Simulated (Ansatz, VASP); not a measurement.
MnF2: VASP beside Ansatz

```
CELL_PARAMETERS angstrom
4.85090 0.00000 0.00000
0.00000 4.85090 0.00000
0.00000 0.00000 3.30430
ATOMIC_POSITIONS crystal
F 0.30460 0.30460 0.00000
F 0.19540 0.80460 0.50000
F 0.69540 0.69540 0.00000
F 0.80460 0.19540 0.50000
Mn 0.00000 0.00000 0.00000
Mn 0.50000 0.50000 0.50000
```

Alike in both runs: task single point; functional r2SCAN; k mesh 4 × 4 × 6; occupations fermi-dirac, width 0.1 eV; collinear spin.

|  | VASP | Ansatz |
| --- | --- | --- |
| version | VASP 6.6.1 | Ansatz 0.2.0 |
| potentials or method | VASP PAW PBE potentials, release 64 (F, Mn_pv), cutoff 520 eV | PAW, plane waves, scalar-relativistic |
| valence electrons in the cell | 54 | 58 |

```tsv
	VASP	Ansatz	Ansatz less VASP
pressure (GPa)	1.2	1.0	-0.17
traceless stress, the component that is largest in VASP (GPa)	0.08	-0.03	-0.109
rms of the force components (eV/Å)	0.005	0.006	+0.0008
net moment per atom (μB)	1.67	1.67	0.000
size of the moment on the site where the two differ most (μB)	4.63	4.23	-0.400
```

VASP's potentials were made for PBE, not for r2SCAN. Site moments also hang on the region over which each program counts them. Atom by atom the forces differ by 0.001 eV/Å (rms over components). VASP's potentials hold 54 valence electrons a cell and Ansatz's 58, so a difference there can come from the potentials and not from the codes. Ansatz's warnings: no starting moments.
